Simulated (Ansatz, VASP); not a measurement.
**N: VASP beside Ansatz**

```
N
1.0
     4.08406    0.00000    0.00000
     0.00000    4.08406    0.00000
     0.00000    0.00000    5.34591
N
4
Cartesian
  3.6931 3.6931 0.0000
  2.4330 1.6511 2.6730
  0.3909 0.3909 0.0000
  1.6511 2.4330 2.6730
```

Alike in both runs: task single point; functional PBEsol; k mesh 4 × 4 × 3; no spin polarisation.

|  | VASP | Ansatz |
| --- | --- | --- |
| version | VASP 6.6.1 | Ansatz 0.2.0 |
| potentials or method | VASP PAW PBE potentials, release 64 (N), cutoff 520 eV | plane waves, PAW |
| occupations | methfessel-paxton of order 1, width 0.01 eV | cold, width 0.01 eV |
| valence electrons in the cell | 20 | 20 |

|  | VASP | Ansatz | Ansatz less VASP |
| --- | --- | --- | --- |
| rms of the force components (eV/Å) | 0.500 | 0.501 | +0.0007 |

VASP's potentials were made for PBE, not for PBEsol. Atom by atom the forces differ by 1.001 eV/Å (rms over components).

Noted on VASP's run: the standard files for N, O and F lose accuracy on very short bonds.
